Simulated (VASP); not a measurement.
Input of a VASP 6.6.1 run:

File INCAR:

```
SYSTEM = Ni
ALGO = Normal
EDIFF = 1E-6
ENCUT = 520
GGA = PS
ISIF = 2
ISMEAR = -1
ISPIN = 2
LASPH = .TRUE.
LCHARG = .TRUE.
LELF = .TRUE.
LMAXMIX = 4
LORBIT = 11
LREAL = .FALSE.
LVHAR = .TRUE.
LWAVE = .FALSE.
MAGMOM = 1.5
NBANDS = 15
NELM = 150
PREC = Accurate
SIGMA = 0.05
```

Contents of KPOINTS:

```
k-points
0
G
  16 16 16
  0 0 0
```

The input POSCAR:

```
Ni
1.0
    0.0000000000      1.7309460158      1.7309460158
    1.7309460158      0.0000000000      1.7309460158
    1.7309460158      1.7309460158      0.0000000000
Ni
1
Direct
    0.0000000000      0.0000000000      0.0000000000
```

Potentials or basis: VASP PAW PBE potentials, release 64 (Ni).

The run is started by

```bash
$ cat potpaw_PBE.64/Ni/POTCAR > POTCAR
$ mpirun -np 1 vasp_std > vasp.out
```

Predict the net moment.

0.59 μB per cell.

What does it give for the site moments?

Ni +0.59 μB.

Predict the pressure.

0.0 GPa.

Caveat: the PAW data sets were made with another functional, which shifts forces and pressure a little.
